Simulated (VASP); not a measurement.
A run of VASP 6.6.1 is set up as follows.

The input POSCAR:

```
BeS
1.0
    0.0000000000      2.4343066380      2.4343066380
    2.4343066380      0.0000000000      2.4343066380
    2.4343066380      2.4343066380      0.0000000000
Be S
1 1
Direct
    0.0000000000      0.0000000000      0.0000000000
    0.2500000000      0.2500000000      0.2500000000
```

File INCAR.step1:

```
PREC = Accurate
ENCUT = 500
EDIFF = 1E-8
ISMEAR = 0
SIGMA = 0.01
LREAL = False
LASPH = True
NELM = 100
ALGO = Normal
LWAVE = True
LCHARG = False
GGA = PE
```

File INCAR.step2:

```
PREC = Accurate
ENCUT = 500
EDIFF = 1E-8
ISMEAR = 0
SIGMA = 0.01
LREAL = False
LASPH = True
NELM = 1
ALGO = Exact
LWAVE = True
LCHARG = False
GGA = PE
NBANDS = 50
LOPTICS = True
ISTART = 1
```

Contents of INCAR.step3:

```
PREC = Accurate
ENCUT = 500
EDIFF = 1E-8
ISMEAR = 0
SIGMA = 0.01
LREAL = False
LASPH = True
ALGO = EVGW0
LWAVE = False
LCHARG = False
GGA = PE
NELMGW = 1
NBANDS = 50
ENCUTGW = 80.0
NOMEGA = 96
PRECFOCK = Fast
ISTART = 1
NBANDSGW = 12
OMEGAMAX = 30
```

File KPOINTS:

```
regular mesh
0
Gamma
  4 4 4
```

Potentials or basis: VASP PAW PBE potentials, release 64 (Be_GW, S_GW).

Command:

```console
$ cat potpaw_PBE.64/Be_GW/POTCAR potpaw_PBE.64/S_GW/POTCAR > POTCAR
$ cp INCAR.step1 INCAR
$ mpirun -np 1 vasp_std > vasp.out
$ cp INCAR.step2 INCAR
$ mpirun -np 1 vasp_std > vasp.out
$ cp INCAR.step3 INCAR
$ mpirun -np 1 vasp_std > vasp.out
```

**Question.** Estimate the quasiparticle gap.

**Answer.** 4.19 eV.

**Question.** Estimate the least direct quasiparticle gap.

**Answer.** 7.05 eV.

**Question.** What does it give for the band gap of the starting levels on the mesh?

**Answer.** 3.12 eV.

**Question.** Predict the least direct gap of the starting levels on the mesh.

**Answer.** 5.64 eV.

Caveat: the k points lie up to 0.56 Å⁻¹ apart; bands, screening cutoff and mesh are small and nothing is extrapolated, so the quasiparticle values aren't converged.
